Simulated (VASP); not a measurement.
# Sn (Fd-3m) in VASP: a series of runs

Sn is run at these levels: PBE+D4, revPBE+D3(BJ), PBE; tasks: single point, relaxation of cell and atoms.

Everything below comes from runs of VASP 6.6.1. Logs are shortened: lines on timing, memory, paths and dates and some standing lists are left out, and cuts for length are marked.

### Step 1. The cell of the first run

It takes space group Fd-3m (No. 227, cubic). The conventional cell has a = 6.585 Å, b = 6.585 Å, c = 6.585 Å, α = 90.00°, β = 90.00°, γ = 90.00°. Within 3.8 Å of Sn (site symmetry -43m) lie 4 Sn at 2.85 Å.

### Step 2. Single point, PBE+D4

File INCAR:

```
PREC = Accurate
ENCUT = 520
EDIFF = 1E-7
ISMEAR = -1
SIGMA = 0.3
LREAL = F
LASPH = T
NELM = 100
ALGO = Normal
ISIF = 2
LWAVE = F
LCHARG = T
GGA = PE
IVDW = 13
LELF = T
LVHAR = T
NBANDS = 21
```

File KPOINTS:

```
regular mesh
0
Gamma
  7 7 7
```

File POSCAR:

```
Sn
1.0
    0.0000000000      3.2924803939      3.2924803939
    3.2924803939      0.0000000000      3.2924803939
    3.2924803939      3.2924803939      0.0000000000
Sn
2
Direct
    0.0000000000      0.0000000000      0.0000000000
    0.2500000000      0.2500000000      0.2500000000
```

Potentials or basis: VASP PAW PBE potentials, release 64 (Sn_d).

Run with:

```console
cat potpaw_PBE.64/Sn_d/POTCAR > POTCAR
mpirun -np 1 vasp_std > vasp.out
```

OUTCAR:

```text
PREC = Accurate
   ENCUT = 520
   EDIFF = 1E-7
   ISMEAR = -1
   LREAL = F
   LASPH = T
   NELM = 100
   ISIF = 2
   GGA = PE
   IVDW = 13

 ion  position               nearest neighbor table
   1  0.000  0.000  0.000-   2 2.85   2 2.85   2 2.85   2 2.85
   2  0.250  0.250  0.250-   1 2.85   1 2.85   1 2.85   1 2.85

  LATTYP: Found a face centered cubic cell.
 ALAT       =     6.5849607878

  Lattice vectors:

 A1 = (   0.0000000000,   3.2924803939,   3.2924803939)
 A2 = (   3.2924803939,   0.0000000000,   3.2924803939)
 A3 = (   3.2924803939,   3.2924803939,   0.0000000000)

Analysis of symmetry for initial positions (statically):
=====================================================================
 Subroutine PRICEL returns:
 Original cell was already a primitive cell.

 Routine SETGRP: Setting up the symmetry group for a
 face centered cubic supercell.

 Subroutine GETGRP returns: Found 48 space group operations
 (whereof 24 operations were pure point group operations)
 out of a pool of 48 trial point group operations.

The static configuration has the point symmetry T_d .
 The point group associated with its full space group is O_h .

Analysis of symmetry for dynamics (positions and initial velocities):
=====================================================================
 Subroutine PRICEL returns:
 Original cell was already a primitive cell.

 Routine SETGRP: Setting up the symmetry group for a
 face centered cubic supercell.

 Subroutine GETGRP returns: Found 48 space group operations
 (whereof 24 operations were pure point group operations)
 out of a pool of 48 trial point group operations.

The dynamic configuration has the point symmetry T_d .
 The point group associated with its full space group is O_h .

 Subroutine INISYM returns: Found 48 space group operations
 (whereof 24 operations are pure point group operations),
 and found     1 'primitive' translations

----------------------------------------------------------------------------------------

                                     Primitive cell

  volume of cell :      71.3838

  direct lattice vectors                    reciprocal lattice vectors
     0.000000000  3.292480394  3.292480394    -0.151861193  0.151861193  0.151861193
     3.292480394  0.000000000  3.292480394     0.151861193 -0.151861193  0.151861193
     3.292480394  3.292480394  0.000000000     0.151861193  0.151861193 -0.151861193

  length of vectors
     4.656270427  4.656270427  4.656270427     0.263031302  0.263031302  0.263031302

  position of ions in fractional coordinates (direct lattice)
     0.000000000  0.000000000  0.000000000
     0.250000000  0.250000000  0.250000000

  ion indices of the primitive-cell ions
   primitive index   ion index
                 1           1
                 2           2

----------------------------------------------------------------------------------------

 KPOINTS: regular mesh

Automatic generation of k-mesh.
 Grid dimensions read from file:
 generate k-points for:    7    7    7

 Generating k-lattice:

  Cartesian coordinates                     Fractional coordinates (reciprocal lattice)
    -0.021694456  0.021694456  0.021694456     0.142857143  0.000000000  0.000000000
     0.021694456 -0.021694456  0.021694456     0.000000000  0.142857143  0.000000000
     0.021694456  0.021694456 -0.021694456     0.000000000  0.000000000  0.142857143

  Length of vectors
     0.037575900  0.037575900  0.037575900

  Shift w.r.t. Gamma in fractional coordinates (k-lattice)
     0.000000000  0.000000000  0.000000000

 Subroutine IBZKPT returns following result:
 ===========================================

 Found     20 irreducible k-points:

 Following reciprocal coordinates:
            Coordinates               Weight
  0.000000  0.000000  0.000000      1.000000
  0.142857  0.000000  0.000000      8.000000
  0.285714  0.000000  0.000000      8.000000
  0.428571  0.000000  0.000000      8.000000
  0.142857  0.142857  0.000000      6.000000
  0.285714  0.142857  0.000000     24.000000
[... 12 lines left out ...]
 -0.428571  0.428571  0.142857     24.000000
 -0.285714  0.428571  0.142857     24.000000
   k-points           NKPTS =     20   k-points in BZ     NKDIM =     20   number of bands    NBANDS=     21
   number of dos      NEDOS =    301   number of ions     NIONS =      2
   total plane-waves  NPLWV =  46656
   dimension x,y,z NGX =    36 NGY =   36 NGZ =   36
   dimension x,y,z NGXF=    72 NGYF=   72 NGZF=   72
   ions per type =               2
   NGX,Y,Z   is equivalent  to a cutoff of  12.85, 12.85, 12.85 a.u.
   NGXF,Y,Z  is equivalent  to a cutoff of  25.71, 25.71, 25.71 a.u.
 SYSTEM =  unknown system
   PREC   = accura    normal or accurate (medium, high low for compatibility)
   ISTART =      0    job   : 0-new  1-cont  2-samecut
   ICHARG =      2    charge: 1-file 2-atom 10-const
   ISPIN  =      1    spin polarized calculation?
   LNONCOLLINEAR =      F non collinear calculations
   LSORBIT =      F    spin-orbit coupling
   LASPH  =      T    aspherical Exc in radial PAW
   ENCUT  =  520.0 eV  38.22 Ry    6.18 a.u.   8.66  8.66  8.66*2*pi/ulx,y,z
   NELM   =    100;   NELMIN=  2; NELMDL= -5     # of ELM steps
   EDIFF  = 0.1E-06   stopping-criterion for ELM
   LREAL  =      F    real-space projection
   EDIFFG = 0.1E-05   stopping-criterion for IOM
   NSW    =      0    number of steps for IOM
   IBRION =     -1    ionic relax: 0-MD 1-quasi-New 2-CG
   NFREE  =      0    steps in history (QN), initial steepest desc. (CG)
   ISIF   =      2    stress and relaxation
   ISYM   =      2    0-nonsym 1-usesym 2-fastsym
   POTIM  = 0.5000    time-step for ionic-motion
   TEBEG  =    0.0;   TEEND  =   0.0 temperature during run
   PSTRESS=    0.0 pullay stress
   NELECT =      28.0000    total number of electrons
   NUPDOWN=      -1.0000    fix difference up-down
   EMIN   =  10.00;   EMAX   =-10.00  energy-range for DOS
   EFERMI =   0.00;   METHOD = LEGACY
   ISMEAR =    -1;   SIGMA  =   0.30  broadening in eV -4-tet -1-fermi 0-gaus
   EFERMI_NEDOS =   21; number of points for ismear=-14 and -15
   IALGO  =     38    algorithm
   IMIX   =      4    mixing-type and parameters
     AMIX     =   0.40;   BMIX     =  1.00
     AMIX_MAG =   1.60;   BMIX_MAG =  1.00
  volume/ion in A,a.u.               =      35.69       240.86
  Fermi-wavevector in a.u.,A,eV,Ry     =   1.198379  2.264609 19.539504  1.436113
  Thomas-Fermi vector in A             =   2.334270
   LORBIT       =      0    0 simple, 1 ext, 2 COOP (PROOUT), +10 PAW based schemes
   GGA     = PE    functional components
   LHFCALC =     F    Hartree Fock is set to
   AEXX    =    0.0000 exact exchange contribution
   IVDW    =    13    specifies the selected vdW correction
   LEPSILON=     F    determine dielectric tensor
   LRPA    =     F    only Hartree local field effects (RPA)
 non-spin polarized calculation
  energy-cutoff  :      520.00
  volume of cell :       71.38
 maximum number of plane-waves:      1940
   NGX = 17   NGY = 17   NGZ = 17

 number of electron      27.9999987 magnetization

 Free energy of the ion-electron system (eV)
  ---------------------------------------------------
  ext. energy  EPLUGINS =         0.00000000
  ---------------------------------------------------
  free energy    TOTEN  =        -7.72504003 eV

  energy without entropy =       -7.58057596  energy(sigma->0) =       -7.65280799

 E-fermi :   5.2006     XC(G=0):  -8.6936

 val. band max:        5.1230331117   @ k =   0.4286   0.0000   0.0000
 cond. band min:       5.2662210242   @ k =   0.0000   0.0000   0.0000
 fundamental gap:      0.1431879125
 Fermi energy:         5.2005794896

 k-point     1 :       0.0000    0.0000    0.0000
  band No.  band energies     occupation
      1     -16.4218      2.00000
      2     -16.4218      2.00000
      3     -16.4218      2.00000
      4     -16.3676      2.00000
      5     -16.3676      2.00000
      6     -16.0929      2.00000
[... 13 lines left out ...]
     20      13.0421      0.00000
     21      13.0421      0.00000

 k-point     2 :       0.1429    0.0000    0.0000
  band No.  band energies     occupation
      1     -16.4333      2.00000
      2     -16.4333      2.00000
      3     -16.4174      2.00000
      4     -16.3512      2.00000
      5     -16.3512      2.00000
      6     -16.1171      2.00000
[... 13 lines left out ...]
     20      12.1461      0.00000
     21      12.1461      0.00000

 k-point     3 :       0.2857    0.0000    0.0000
  band No.  band energies     occupation
      1     -16.4472      2.00000
      2     -16.4472      2.00000
      3     -16.4071      2.00000
      4     -16.3275      2.00000
      5     -16.3275      2.00000
      6     -16.1380      2.00000
[... 13 lines left out ...]
     20      12.1469      0.00000
     21      12.1469      0.00000

 k-point     4 :       0.4286    0.0000    0.0000
  band No.  band energies     occupation
      1     -16.4534      2.00000
      2     -16.4534      2.00000
      3     -16.3985      2.00000
      4     -16.3153      2.00000
      5     -16.3153      2.00000
      6     -16.1475      2.00000
[... 13 lines left out ...]
     20      13.3402      0.00000
     21      13.3402      0.00000

 k-point     5 :       0.1429    0.1429    0.0000
  band No.  band energies     occupation
      1     -16.4316      2.00000
      2     -16.4316      2.00000
      3     -16.4286      2.00000
      4     -16.3534      2.00000
      5     -16.3332      2.00000
      6     -16.1495      2.00000
[... 13 lines left out ...]
     20      11.3413      0.00000
     21      13.2655      0.00000
[... 286 lines left out ...]
     20      13.3339      0.00000
     21      13.9690      0.00000

 k-point    18 :      -0.4286    0.2857    0.1429
  band No.  band energies     occupation
      1     -16.4805      2.00000
      2     -16.4677      2.00000
      3     -16.3538      2.00000
      4     -16.2887      2.00000
      5     -16.2612      2.00000
      6     -16.2190      2.00000
[... 13 lines left out ...]
     20      13.4143      0.00000
     21      14.1986      0.00000

 k-point    19 :      -0.4286    0.4286    0.1429
  band No.  band energies     occupation
      1     -16.4769      2.00000
      2     -16.4747      2.00000
      3     -16.3465      2.00000
      4     -16.2842      2.00000
      5     -16.2592      2.00000
      6     -16.2092      2.00000
[... 13 lines left out ...]
     20      13.9087      0.00000
     21      15.2046      0.00000

 k-point    20 :      -0.2857    0.4286    0.1429
  band No.  band energies     occupation
      1     -16.4867      2.00000
      2     -16.4755      2.00000
      3     -16.3254      2.00000
      4     -16.2653      2.00000
      5     -16.2498      2.00000
      6     -16.2215      2.00000
[... 13 lines left out ...]
     20      13.7313      0.00000
     21      15.3731      0.00000

------------------------ aborting loop because EDIFF is reached ----------------------------------------

  DFT-D4 for vdW energy calculation

  Edisp (eV):   -0.64642

  FORCE on cell =-STRESS in cart. coord.  units (eV):
  Direction    XX          YY          ZZ          XY          YZ          ZX
  --------------------------------------------------------------------------------------
  -------------------------------------------------------------------------------------
  Total      -0.01576    -0.01576    -0.01576     0.00000    -0.00000     0.00000
  in kB      -0.35363    -0.35363    -0.35363     0.00000    -0.00000     0.00000
  external pressure =       -0.35 kB  Pullay stress =        0.00 kB

 VOLUME and BASIS-vectors are now :
 -----------------------------------------------------------------------------
  energy-cutoff  :      520.00
  volume of cell :       71.38
      direct lattice vectors                 reciprocal lattice vectors
     0.000000000  3.292480394  3.292480394    -0.151861193  0.151861193  0.151861193
     3.292480394  0.000000000  3.292480394     0.151861193 -0.151861193  0.151861193
     3.292480394  3.292480394  0.000000000     0.151861193  0.151861193 -0.151861193

 POSITION                                       TOTAL-FORCE (eV/Angst)
 -----------------------------------------------------------------------------------
      0.00000      0.00000      0.00000         0.000000      0.000000      0.000000
      1.64624      1.64624      1.64624        -0.000000     -0.000000     -0.000000
 -----------------------------------------------------------------------------------
    total drift:                                0.000000      0.000000      0.000000

  FREE ENERGIE OF THE ION-ELECTRON SYSTEM (eV)
  ---------------------------------------------------
  free  energy   TOTEN  =        -8.3714621946 eV

  energy  without entropy=       -8.2269981210  energy(sigma->0) =       -8.29923016
```

It took 20 s on 1 thread of Intel Xeon 6975P-C, shared host; peak memory 0.2 GiB.

Results:

```
Free energy                : -8.3715 eV
Pressure                   : 0.0 GPa
Band gap on the k mesh     : zero (band 14 reaches 5.27 eV, above the bottom of band 15 at 5.12 eV)
Dispersion energy per atom : -0.323 eV
```

Levels at points of the mesh, in eV from the Fermi level:
| k point | band 12 | band 13 | band 14 | band 15 | band 16 | band 17 |
| --- | --- | --- | --- | --- | --- | --- |
| (0.00, 0.00, 0.00) | -0.96 | 0.07 | 0.07 | 0.07 | 2.14 | 2.14 |

Caveat: spin-orbit coupling is left out, which moves the levels of the heavy elements; pairwise dispersion overbinds metals, which lowers pressure and volume.

### Step 3. Single point, revPBE+D3(BJ)

This run uses another cell than the first one, of 35.51 Å³/atom, 0.995 times its volume.

File INCAR:

```
SYSTEM = Sn
  PREC = Accurate
  ENCUT = 520
  EDIFF = 1E-6
  ISMEAR = -1
  SIGMA = 0.3
  LREAL = .False.
  LASPH = .True.
  NELM = 80
  ALGO = Normal
  ISIF = 2
  LWAVE = .False.
  LCHARG = .False.
  GGA = RE
  IVDW = 12
  NBANDS = 21
```

File KPOINTS:

```
regular mesh
0
Gamma
  7 7 7
  0 0 0
```

File POSCAR:

```
Sn
1.0
    0.0000000000      3.2867335623      3.2867335623
    3.2867335623      0.0000000000      3.2867335623
    3.2867335623      3.2867335623      0.0000000000
Sn
2
Direct
    0.0000000000      0.0000000000      0.0000000000
    0.2500000000      0.2500000000      0.2500000000
```

Potentials or basis: VASP PAW PBE potentials, release 64 (Sn_d).

Run with:

```console
cat potpaw_PBE.64/Sn_d/POTCAR > POTCAR
mpirun -np 1 vasp_std > vasp.out
```

Wall time 20 s (1 thread of Intel Xeon 6975P-C, shared host); peak memory 0.21 GiB.

It converged, with:

```yaml
Free_energy: -8.2355 eV
Pressure: 0.0 GPa
Band_gap_on_the_k_mesh: zero (band 14 reaches 5.41 eV, above the bottom of band 15 at 5.32 eV)
Dispersion_energy_per_atom: -0.548 eV
```

Levels at points of the mesh, in eV from the Fermi level:
```
           k point  band 12  band 13  band 14  band 15  band 16  band 17
(0.00, 0.00, 0.00)    -0.89     0.04     0.04     0.04     2.12     2.12
```

Caveat: the PAW data sets were made with another functional, which shifts forces and pressure a little; spin-orbit coupling is left out, which moves the levels of the heavy elements; pairwise dispersion overbinds metals, which lowers pressure and volume.

### Step 4. Single point, PBE

This run uses another cell than the first one, of 37.24 Å³/atom, 1.043 times its volume.

File INCAR:

```
  ALGO = Normal
  EDIFF = 1E-6
  ENCUT = 520
  GGA = PE
  ISIF = 2
  ISMEAR = -1
  LASPH = True
  LCHARG = False
  LREAL = False
  LWAVE = False
  NBANDS = 21
  NELM = 100
  PREC = Accurate
  SIGMA = 0.3
```

File KPOINTS:

```
k-points
0
Gamma
  7 7 7
```

File POSCAR:

```
Sn
1.0
    0.0000000000      3.3393601119      3.3393601119
    3.3393601119      0.0000000000      3.3393601119
    3.3393601119      3.3393601119      0.0000000000
Sn
2
Direct
    0.0000000000      0.0000000000      0.0000000000
    0.2500000000      0.2500000000      0.2500000000
```

Run with:

```console
cat potpaw_PBE.64/Sn_d/POTCAR > POTCAR
mpirun -np 1 vasp_std > vasp.out
```

Wall time 20 s (1 thread of Intel Xeon 6975P-C, shared host); peak memory 0.2 GiB.

Results (log left out):

- Free energy: -7.7402 eV
- Pressure: 0.0 GPa
- Band gap on the k mesh: zero (band 14 reaches 4.85 eV, above the bottom of band 15 at 4.63 eV)

Levels at points of the mesh, in eV from the Fermi level:
| k point | band 12 | band 13 | band 14 | band 15 | band 16 | band 17 |
| --- | --- | --- | --- | --- | --- | --- |
| (0.00, 0.00, 0.00) | -1.24 | 0.07 | 0.07 | 0.07 | 2.13 | 2.13 |

Caveat: spin-orbit coupling is left out, which moves the levels of the heavy elements.

### Step 5. Relaxation of cell and atoms, PBE

This run uses another cell than the first one, of 33.80 Å³/atom, 0.947 times its volume.

File INCAR:

```
PREC = Accurate
ENCUT = 600
EDIFF = 1E-6
ISMEAR = -1
SIGMA = 0.3
LREAL = F
LASPH = T
NELM = 80
ALGO = Normal
ISIF = 3
LWAVE = F
LCHARG = F
GGA = PE
IBRION = 2
NSW = 100
EDIFFG = -0.1
```

File KPOINTS:

```
regular mesh
0
Gamma
  7 7 7
```

File POSCAR:

```
Sn
1.0
    0.0000000000      3.2333400000      3.2333400000
    3.2333400000      0.0000000000      3.2333400000
    3.2333400000      3.2333400000      0.0000000000
Sn
2
Direct
    0.0000000000      0.0000000000      0.0000000000
    0.2500000000      0.2500000000      0.2500000000
```

Run with:

```console
cat potpaw_PBE.64/Sn_d/POTCAR > POTCAR
mpirun -np 1 vasp_std > vasp.out
```

It took 76 s on 1 thread of Intel Xeon 6975P-C, shared host; peak memory 0.25 GiB.

It converged, with:

```
Free energy                            : -7.7393 eV
Relaxed volume                         : 37.22 Å³/atom
Relaxed cell                           : a = 4.722 Å, b = 4.722 Å, c = 4.722 Å, α = 60.00°, β = 60.00°, γ = 60.00°
Space group after relaxing (to 0.05 Å) : Fd-3m (No. 227)
Energy gained by relaxing              : 40.0 meV/atom
Ionic steps                            : 3
Pressure after relaxing                : 0.0 GPa
Band gap on the k mesh                 : zero (band 14 reaches 4.85 eV, above the bottom of band 15 at 4.64 eV)
```

The path:
```tsv
step	energy change (eV)	largest force (eV/Å)	pressure (GPa)	volume (Å³)
1	0.0000	0.0000	4.11	67.61
2	-0.0749	0.0000	-0.81	76.45
3	-0.0801	0.0000	-0.01	74.44
```

Final structure:
```yaml
crystal:
  lattice:
    - [0.00000, 3.33885, 3.33885]
    - [3.33885, 0.00000, 3.33885]
    - [3.33885, 3.33885, 0.00000]
  atoms:
    - { symbol: Sn, position: [0.00000, 0.00000, 0.00000] }
    - { symbol: Sn, position: [0.25000, 0.25000, 0.25000] }
```

Levels at points of the mesh, in eV from the Fermi level:
```tsv
k point	band 11	band 12	band 13	band 14	band 15	band 16	band 17	band 18
(0.00, 0.00, 0.00)	-10.08	-1.23	0.07	0.07	0.07	2.13	2.13	2.13
```

Caveat: spin-orbit coupling is left out, which moves the levels of the heavy elements; the volume moved by +10 % from the deposited cell, more than functionals usually miss.

(Part 1 of 3 ends here.)
